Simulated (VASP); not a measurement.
Here is a VASP 6.6.1 calculation.

POSCAR

```
PbS
1.0
    4.0896976867      0.0000000000      0.0000000000
   -2.0448488433      3.5417820905      0.0000000000
    0.0000000000      0.0000000000      3.7881670000
Pb S
1 1
Direct
    0.0091440000      0.0031280000     -0.0018180000
    0.6493990000      0.3189090000      0.5043660000
```

File INCAR.step1:

```
ALGO = Normal
EDIFF = 1E-4
ENCUT = 520
GGA = PE
ISMEAR = 1
LASPH = True
LCHARG = False
LREAL = False
LWAVE = True
NBANDS = 17
NELM = 80
PREC = Accurate
SIGMA = 0.05
```

File INCAR.step2:

```
ALGO = Normal
EDIFF = 1E-6
ENCUT = 520
ISIF = 2
ISMEAR = 1
ISTART = 1
LASPH = True
LCHARG = False
LMIXTAU = True
LREAL = False
LWAVE = False
METAGGA = R2SCAN
NBANDS = 17
NELM = 80
PREC = Accurate
SIGMA = 0.05
```

KPOINTS

```
k-points
0
Gamma
  9 9 8
```

Potentials or basis: VASP PAW PBE potentials, release 64 (Pb_d, S).

The run is started by

```sh
$ cat potpaw_PBE.64/Pb_d/POTCAR potpaw_PBE.64/S/POTCAR > POTCAR
$ cp INCAR.step1 INCAR
$ mpirun -np 1 vasp_std > vasp.out
$ cp INCAR.step2 INCAR
$ mpirun -np 1 vasp_std > vasp.out
```

(1) What does it give for the band gap on the k mesh?

(2) Estimate the largest force.

## Answers

(1) zero (band 10 reaches 5.17 eV, above the bottom of band 11 at 4.87 eV).

(2) 0.155 eV/Å.

Caveat: the PAW data sets were made with another functional, which shifts forces and pressure a little; spin-orbit coupling is left out, which moves the levels of the heavy elements.
